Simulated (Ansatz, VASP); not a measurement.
Two plane-wave programs on Li2ClF

```
F Li Cl
1.0
     3.34315    0.00000    0.00000
     0.00000    3.34315    0.00000
     0.00000    0.00000    4.60128
F Li Cl
1 2 1
Direct
  0.00000 0.00000 0.00000
  0.00000 0.00000 0.50000
  0.50000 0.50000 0.00000
  0.50000 0.50000 0.50000
```

Alike in both runs: task single point; functional HSE06; k mesh 4 × 4 × 4; no spin polarisation.

|  | VASP | Ansatz |
| --- | --- | --- |
| version | VASP 6.6.1 | Ansatz 0.2.0 |
| potentials or method | VASP PAW PBE potentials, release 64 (F, Li_sv, Cl) | plane waves, PAW |
| plane-wave cutoff (eV) | 520 | 420 |
| occupations | gaussian, width 0.01 eV | fixed |
| valence electrons in the cell | 20 | 20 |

```csv
,VASP,Ansatz,Ansatz less VASP
gap on the k mesh at the Fermi level (eV),8.05,8.06,+0.003
```

Ansatz's warnings: stress exchange threshold loose, stress scf threshold loose.

The k mesh is coarse, so the values compare programs but aren't converged. Noted on VASP's run: the cutoff is under 1.25 times that of the potentials, so the pressure is a little rough.
